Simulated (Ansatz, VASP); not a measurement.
**MgO in VASP and in Ansatz**

Contents of INCAR:

```
SYSTEM = MgO
ALGO = Normal ; EDIFF = 1E-6
ENCUT = 600 ; GGA_COMPAT = .False.
ISIF = 2 ; ISMEAR = -1
LASPH = .True. ; LCHARG = .True.
LELF = .True. ; LREAL = .False.
LVHAR = .True. ; LWAVE = .False.
NBANDS = 11 ; NELM = 120
PREC = Accurate ; SIGMA = 0.05
```

KPOINTS

```
k-points
0
Gamma
  15 15 15
  0 0 0
```

POSCAR

```
MgO
1.0
    0.0000000000      1.9928686503      1.9928686503
    1.9928686503      0.0000000000      1.9928686503
    1.9928686503      1.9928686503      0.0000000000
Mg O
1 1
Direct
    0.0000000000      0.0000000000      0.0000000000
    0.5000000000      0.5000000000      0.5000000000
```

Input for Ansatz:

```yaml
crystal:
  lattice:
    - [0.0, 1.9928686503, 1.9928686503]
    - [1.9928686503, 0.0, 1.9928686503]
    - [1.9928686503, 1.9928686503, 0.0]
  atoms:
    - { symbol: Mg, position: [0.0, 0.0, 0.0] }
    - { symbol: O, position: [0.5, 0.5, 0.5] }
kpoints:
  mp_grid: { grid: [15, 15, 15] }
scf:
  occupations: { method: fermi_dirac, width: 0.05 }
hamiltonian:
  xc: lda
  pseudopotentials: { kind: paw }
output:
  forces: true
  stress: true
  eigenvalues: true
  populations: true
```

Change from the starting cell: volume scaled by 0.88, PAW files.

Alike in both runs: task single point; functional LDA; k mesh 15 × 15 × 15; occupations fermi-dirac, width 0.05 eV; no spin polarisation.

```csv
,VASP,Ansatz
version,VASP 6.6.1,Ansatz 0.2.0
potentials or method,"VASP PAW LDA potentials, release 64 (Mg, O)","PAW with Ansatz's default frozen-core files, scalar-relativistic"
plane-wave cutoff (eV),600,420
valence electrons in the cell,8,16
```

Ansatz gave:

```
gap on the k mesh at the Fermi level (eV) : 6.45
pressure (GPa)                            : 28.7
```

Q: Estimate VASP's values.

A: gap on the k mesh at the Fermi level (eV): 6.45; pressure (GPa): 26.7.

LDA's correlation is that of Perdew and Zunger in VASP and of Perdew and Wang (1992) in Ansatz. VASP's potentials hold 8 valence electrons a cell and Ansatz's 16, so a difference there can come from the potentials and not from the codes.
